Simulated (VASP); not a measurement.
Set up this calculation in VASP 6.6.1, as the native input.

* Task: single point
* Functional: revPBE
* Potentials or basis: VASP PAW PBE potentials, release 64 (Sn_d, O)
* Cutoff: 520 eV
* k mesh: 9 × 9 × 9
* Occupations: fermi-dirac, width 0.05 eV
* Spin: no spin polarisation
* Dipole correction: no
* Further INCAR settings: ALGO = Normal; EDIFF = 1e-07; NBANDS = 20

The structure of SnO2 lies in POSCAR:

```
SnO2
1.0
    0.0000000000      2.5741500000      2.5741500000
    2.5741500000      0.0000000000      2.5741500000
    2.5741500000      2.5741500000      0.0000000000
Sn O
1 2
Direct
    0.0000000000      0.0000000000      0.0000000000
    0.7500000000      0.7500000000      0.7500000000
    0.2500000000      0.2500000000      0.2500000000
```

One way to write it, as run:

INCAR

```
PREC = Accurate
ENCUT = 520
EDIFF = 1E-7
ISMEAR = -1
SIGMA = 0.05
LREAL = F
LASPH = T
NELM = 60
ALGO = Normal
ISIF = 2
LWAVE = F
LCHARG = T
GGA = RE
LELF = T
LVHAR = T
NBANDS = 20
```

KPOINTS

```
regular mesh
0
Gamma
  9 9 9
```

Potentials or basis: VASP PAW PBE potentials, release 64 (Sn_d, O).

The run is started by

```console
$ cat potpaw_PBE.64/Sn_d/POTCAR potpaw_PBE.64/O/POTCAR > POTCAR
$ mpirun -np 1 vasp_std > vasp.out
```

It gave:

```
Pressure               : 3.1 GPa
Band gap on the k mesh : zero (bands 13 and 14 overlap by 0.05 eV)
```

Caveat: the cell stands under pressure; semilocal functionals underestimate gaps, so a narrow gap can read as zero; the PAW data sets were made with another functional, which shifts forces and pressure a little; spin-orbit coupling is left out, which moves the levels of the heavy elements.

Wall time 56 s on 1 thread of Intel Xeon 8259CL, on a shared host, peak memory 0.17 GiB.
